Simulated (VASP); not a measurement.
# CaMg12 in VASP: single point with PBE

Aim: the single point of CaMg12 with PBE.

All numbers are computed with VASP 6.6.1; they aren't measurements. Logs are shortened: lines on timing, memory, paths and dates and some standing lists are left out, and cuts for length are marked.

### Step 1. The cell of the first run

The cell holds a slab with vacuum, 13 atoms: a = 6.420 Å, b = 6.420 Å, c = 18.213 Å, α = 90.00°, β = 90.00°, γ = 60.00°.

### Step 2. Single point, PBE

Input file INCAR:

```
PREC = Accurate
ENCUT = 520
EDIFF = 1E-7
ISMEAR = 0
SIGMA = 0.15
LREAL = False
LASPH = True
NELM = 60
ALGO = Normal
ISIF = 2
LWAVE = False
LCHARG = False
GGA = PE
NBANDS = 29
```

Input file KPOINTS:

```
Automatic mesh
0
Gamma
  5 5 1
```

Input file POSCAR:

```
CaMg12
1.0
    6.4200000000      0.0000000000      0.0000000000
    3.2100000000      5.5598830000      0.0000000000
    0.0000000000      0.0000000000     18.2130400000
Mg Ca
12 1
Direct
    0.0000000000      0.0000000000      0.0549057159
    0.5000000000      0.0000000000      0.0549057159
   -0.0000000450      0.5000000899      0.0549057159
    0.4999999550      0.5000000899      0.0549057159
   -0.1639986305      0.3355583202      0.1971929453
    0.3333034382      0.3306467061      0.2023035693
   -0.1694700611      0.8335454181      0.2025368637
    0.3342079478      0.8344968770      0.1981582427
   -0.0007880773      0.0130655627      0.3369274432
    0.5019210144      0.0023847624      0.3623267176
    0.0056450634      0.5059351069      0.3529897260
    0.5135196221      0.4988856780      0.3360881544
    0.2345350774      0.7264332721      0.4865467270
```

Potentials or basis: VASP PAW PBE potentials, release 64 (Mg, Ca_sv).

Started as:

```sh
> cat potpaw_PBE.64/Mg/POTCAR potpaw_PBE.64/Ca_sv/POTCAR > POTCAR
> mpirun -np 1 vasp_std > vasp.out
```

OUTCAR:

```text
PREC = Accurate
   ENCUT = 520
   EDIFF = 1E-7
   ISMEAR = 0
   LREAL = False
   LASPH = True
   NELM = 60
   ISIF = 2
   GGA = PE

 ion  position               nearest neighbor table
   1  0.000  0.000  0.055-   5 3.19   8 3.20   4 3.21   3 3.21   2 3.21   2 3.21   3 3.21   4 3.21
                             7 3.27
   2  0.500  0.000  0.055-   8 3.19   3 3.21   4 3.21   1 3.21   1 3.21   4 3.21   3 3.21   6 3.25
                             7 3.26
   3  1.000  0.500  0.055-   5 3.17   2 3.21   1 3.21   4 3.21   4 3.21   1 3.21   2 3.21   6 3.26
                             7 3.27
   4  0.500  0.500  0.055-   5 3.19   8 3.20   1 3.21   2 3.21   3 3.21   3 3.21   2 3.21   1 3.21
                             6 3.27
   5  0.836  0.336  0.197-  12 3.10   9 3.11   3 3.17   6 3.18   7 3.18   1 3.19   4 3.19   8 3.21
                             8 3.21   7 3.24   6 3.24  11 3.41
   6  0.333  0.331  0.202-  12 3.11   5 3.18   8 3.18   7 3.19   7 3.23   8 3.24   5 3.24   2 3.25
                             3 3.26   4 3.27  11 3.29  10 3.44
   7  0.831  0.834  0.203-   9 3.12   5 3.18   8 3.18   6 3.19   6 3.23   8 3.24   5 3.24   2 3.26
                             3 3.27   1 3.27  11 3.29  10 3.44
   8  0.334  0.834  0.198-  12 3.13   9 3.14   6 3.18   7 3.18   2 3.19   1 3.20   4 3.20   5 3.21
                             5 3.21   7 3.24   6 3.24  10 3.52
   9  0.999  0.013  0.337-   5 3.11  12 3.12   7 3.12   8 3.14  11 3.20  13 3.21  10 3.23  11 3.25
                            10 3.26  12 3.30
  10  0.502  0.002  0.362-  11 3.21  11 3.22   9 3.23  12 3.23   9 3.26  12 3.26   7 3.44   6 3.44
                             8 3.52
  11  0.006  0.506  0.353-  12 3.20   9 3.20  10 3.21  10 3.22   9 3.25  12 3.25   7 3.29   6 3.29
                             5 3.41
  12  0.514  0.499  0.336-   5 3.10   6 3.11   9 3.12   8 3.13  11 3.20  13 3.20  10 3.23  11 3.25
                            10 3.26   9 3.30
  13  0.235  0.726  0.487-  12 3.20   9 3.21

  LATTYP: Found a hexagonal cell.
 ALAT       =     6.4199999201
 C/A-ratio  =     2.8369221537

  Lattice vectors:

 A1 = (  -3.2100000000,  -5.5598830000,   0.0000000000)
 A2 = (   6.4200000000,   0.0000000000,   0.0000000000)
 A3 = (   0.0000000000,   0.0000000000,  18.2130400000)

Analysis of symmetry for initial positions (statically):
=====================================================================
 Subroutine PRICEL returns:
 Original cell was already a primitive cell.

 Routine SETGRP: Setting up the symmetry group for a
 hexagonal supercell.

 Subroutine GETGRP returns: Found  1 space group operations
 (whereof  1 operations were pure point group operations)
 out of a pool of 24 trial point group operations.

The static configuration has the point symmetry C_1 .

Analysis of symmetry for dynamics (positions and initial velocities):
=====================================================================
 Subroutine PRICEL returns:
 Original cell was already a primitive cell.

 Routine SETGRP: Setting up the symmetry group for a
 hexagonal supercell.

 Subroutine GETGRP returns: Found  1 space group operations
 (whereof  1 operations were pure point group operations)
 out of a pool of 24 trial point group operations.

The dynamic configuration has the point symmetry C_1 .

 Subroutine INISYM returns: Found  1 space group operations
 (whereof  1 operations are pure point group operations),
 and found     1 'primitive' translations

----------------------------------------------------------------------------------------

                                     Primitive cell

  volume of cell :     650.1044

  direct lattice vectors                    reciprocal lattice vectors
     6.420000000  0.000000000  0.000000000     0.155763240 -0.089929950  0.000000000
     3.210000000  5.559883000  0.000000000     0.000000000  0.179859900  0.000000000
     0.000000000  0.000000000 18.213040000     0.000000000  0.000000000  0.054905716

  length of vectors
     6.420000000  6.419999920 18.213040000     0.179859898  0.179859900  0.054905716

  position of ions in fractional coordinates (direct lattice)
[... 42 lines left out ...]
     0.000000000  0.035971980  0.000000000     0.000000000  0.200000000  0.000000000
     0.000000000  0.000000000  0.054905716     0.000000000  0.000000000  1.000000000

  Length of vectors
     0.035971980  0.035971980  0.054905716

  Shift w.r.t. Gamma in fractional coordinates (k-lattice)
     0.000000000  0.000000000  0.000000000

 Subroutine IBZKPT returns following result:
 ===========================================

 Found     13 irreducible k-points:

 Following reciprocal coordinates:
            Coordinates               Weight
  0.000000  0.000000  0.000000      1.000000
  0.200000 -0.000000  0.000000      2.000000
  0.200000  0.200000  0.000000      2.000000
  0.000000  0.200000  0.000000      2.000000
  0.400000 -0.000000  0.000000      2.000000
  0.400000  0.400000  0.000000      2.000000
  0.000000  0.400000  0.000000      2.000000
  0.400000  0.200000  0.000000      2.000000
  0.200000  0.400000  0.000000      2.000000
 -0.200000  0.200000  0.000000      2.000000
 -0.400000  0.200000  0.000000      2.000000
  0.400000 -0.400000  0.000000      2.000000
 -0.200000  0.400000  0.000000      2.000000
   k-points           NKPTS =     13   k-points in BZ     NKDIM =     13   number of bands    NBANDS=     29
   number of dos      NEDOS =    301   number of ions     NIONS =     13
   total plane-waves  NPLWV = 322560
   dimension x,y,z NGX =    48 NGY =   48 NGZ =  140
   dimension x,y,z NGXF=    96 NGYF=   96 NGZF=  280
   ions per type =              12   1
   NGX,Y,Z   is equivalent  to a cutoff of  12.43, 12.43, 12.78 a.u.
   NGXF,Y,Z  is equivalent  to a cutoff of  24.86, 24.86, 25.56 a.u.
 SYSTEM =  unknown system
   PREC   = accura    normal or accurate (medium, high low for compatibility)
   ISTART =      0    job   : 0-new  1-cont  2-samecut
   ICHARG =      2    charge: 1-file 2-atom 10-const
   ISPIN  =      1    spin polarized calculation?
   LNONCOLLINEAR =      F non collinear calculations
   LSORBIT =      F    spin-orbit coupling
   LASPH  =      T    aspherical Exc in radial PAW
   ENCUT  =  520.0 eV  38.22 Ry    6.18 a.u.  11.94 11.94 33.86*2*pi/ulx,y,z
   NELM   =     60;   NELMIN=  2; NELMDL= -5     # of ELM steps
   EDIFF  = 0.1E-06   stopping-criterion for ELM
   LREAL  =      F    real-space projection
   EDIFFG = 0.1E-05   stopping-criterion for IOM
   NSW    =      0    number of steps for IOM
   IBRION =     -1    ionic relax: 0-MD 1-quasi-New 2-CG
   NFREE  =      0    steps in history (QN), initial steepest desc. (CG)
   ISIF   =      2    stress and relaxation
   ISYM   =      2    0-nonsym 1-usesym 2-fastsym
   POTIM  = 0.5000    time-step for ionic-motion
   TEBEG  =    0.0;   TEEND  =   0.0 temperature during run
   PSTRESS=    0.0 pullay stress
   NELECT =      34.0000    total number of electrons
   NUPDOWN=      -1.0000    fix difference up-down
   EMIN   =  10.00;   EMAX   =-10.00  energy-range for DOS
   EFERMI =   0.00;   METHOD = LEGACY
   ISMEAR =     0;   SIGMA  =   0.15  broadening in eV -4-tet -1-fermi 0-gaus
   EFERMI_NEDOS =   21; number of points for ismear=-14 and -15
   IALGO  =     38    algorithm
   IMIX   =      4    mixing-type and parameters
     AMIX     =   0.40;   BMIX     =  1.00
     AMIX_MAG =   1.60;   BMIX_MAG =  1.00
  volume/ion in A,a.u.               =      50.01       337.47
  Fermi-wavevector in a.u.,A,eV,Ry     =   0.612219  1.156926  5.099627  0.374812
  Thomas-Fermi vector in A             =   1.668427
   LORBIT       =      0    0 simple, 1 ext, 2 COOP (PROOUT), +10 PAW based schemes
   GGA     = PE    functional components
   LHFCALC =     F    Hartree Fock is set to
   AEXX    =    0.0000 exact exchange contribution
   IVDW    =     0    specifies the selected vdW correction
   LEPSILON=     F    determine dielectric tensor
   LRPA    =     F    only Hartree local field effects (RPA)
 non-spin polarized calculation
 Gauss-broadening in eV      SIGMA  =   0.15
  energy-cutoff  :      520.00
  volume of cell :      650.10
 maximum number of plane-waves:     17538
   NGX = 23   NGY = 23   NGZ = 67

 number of electron      34.0000000 magnetization

 Free energy of the ion-electron system (eV)
  ---------------------------------------------------
  ext. energy  EPLUGINS =         0.00000000
  ---------------------------------------------------
  free energy    TOTEN  =       -16.97168410 eV

  energy without entropy =      -16.88682480  energy(sigma->0) =      -16.92925445

 E-fermi :  -0.1674     XC(G=0):  -5.2054

 val. band max:       -0.1817284887   @ k =   0.0000   0.4000   0.0000
 cond. band min:      -0.1555393326   @ k =   0.4000   0.4000   0.0000
 fundamental gap:      0.0261891561
 Fermi energy:        -0.1674312284

 k-point     1 :       0.0000    0.0000    0.0000
  band No.  band energies     occupation
      1     -43.3676      2.00000
      2     -24.3637      2.00000
      3     -24.3344      2.00000
      4     -24.3336      2.00000
      5      -6.5787      2.00000
      6      -5.3804      2.00000
[... 405 lines left out ...]
     28       1.7466      0.00000
     29       1.9563      0.00000

------------------------ aborting loop because EDIFF is reached ----------------------------------------

  FORCE on cell =-STRESS in cart. coord.  units (eV):
  Direction    XX          YY          ZZ          XY          YZ          ZX
  --------------------------------------------------------------------------------------
  -------------------------------------------------------------------------------------
  Total       -5.7625969     -5.3105455     -0.1712296     -0.4124781     -0.0402506     -0.0676773
  in kB      -14.2018755    -13.0877984     -0.4219939     -1.0165492     -0.0991974     -0.1667901
  external PRESSURE =      -9.2372226 kB  Pullay stress =       0.0000000 kB

 VOLUME and BASIS-vectors are now :
 -----------------------------------------------------------------------------
  energy-cutoff  :      520.00
  volume of cell :      650.10
      direct lattice vectors                 reciprocal lattice vectors
     6.420000000  0.000000000  0.000000000     0.155763240 -0.089929950  0.000000000
     3.210000000  5.559883000  0.000000000     0.000000000  0.179859900  0.000000000
     0.000000000  0.000000000 18.213040000     0.000000000  0.000000000  0.054905716

 POSITION                                       TOTAL-FORCE (eV/Angst)
 -----------------------------------------------------------------------------------
      0.00000      0.00000      1.00000        -0.016086     -0.043181      0.005693
      3.21000      0.00000      1.00000         0.016068      0.008254      0.013454
      8.02500      2.77994      1.00000         0.054233      0.032775      0.016846
      4.81500      2.77994      1.00000        -0.043988      0.008231      0.005074
      6.44427      1.86566      3.59148         0.008161      0.003859     -0.002242
      3.20118      1.83836      3.68456        -0.004876      0.001043     -0.013798
      8.00768      4.63441      3.68881        -0.001226     -0.004547     -0.013268
      4.82435      4.63970      3.60906         0.002973      0.002206     -0.000834
      6.45688      0.07264      6.13647        -0.005429      0.001039     -0.002636
      3.22999      0.01326      6.59907         0.000658      0.000530     -0.008757
      1.66029      2.81294      6.42902        -0.008140     -0.004947     -0.011617
      4.89822      2.77375      6.12119        -0.002198     -0.004855     -0.001119
      3.83757      4.03888      8.86150        -0.000151     -0.000408      0.013204
 -----------------------------------------------------------------------------------
    total drift:                               -0.000261     -0.000072     -0.000586

  FREE ENERGIE OF THE ION-ELECTRON SYSTEM (eV)
  ---------------------------------------------------
  free  energy   TOTEN  =       -16.9716840952 eV

  energy  without entropy=      -16.8868247975  energy(sigma->0) =      -16.92925445
```

Run time: 5.3 min. Hardware: 1 thread of Intel Xeon 6975P-C (Granite Rapids), shared host; peak memory 0.74 GiB.

What came out:

| Property | Result |
| --- | --- |
| Free energy | -16.9717 eV |
| Largest force | 0.066 eV/Å |
| Band gap on the k mesh | zero (bands 17 and 18 overlap by 0.36 eV) |

Forces in eV/Å, atoms in the order of the input:
```
Mg  -0.016 -0.043  0.006
Mg   0.016  0.008  0.013
Mg   0.054  0.033  0.017
Mg  -0.044  0.008  0.005
Mg   0.008  0.004 -0.002
Mg  -0.005  0.001 -0.014
Mg  -0.001 -0.005 -0.013
Mg   0.003  0.002 -0.001
Mg  -0.005  0.001 -0.003
Mg   0.001  0.001 -0.009
Mg  -0.008 -0.005 -0.012
Mg  -0.002 -0.005 -0.001
Ca   0.000  0.000  0.013
```

Levels at points of the mesh, in eV from the Fermi level:
| k point | band 13 | band 14 | band 15 | band 16 | band 17 | band 18 | band 19 | band 20 | band 21 | band 22 |
| --- | --- | --- | --- | --- | --- | --- | --- | --- | --- | --- |
| (0.00, 0.00, 0.00) | -1.58 | -1.49 | -0.82 | -0.80 | -0.73 | -0.35 | -0.28 | -0.21 | -0.07 | 0.85 |

Caveat: there is no dipole correction, which matters where the two faces differ.

The gap in the log of VASP goes by the Fermi energy; the results here count the filled bands.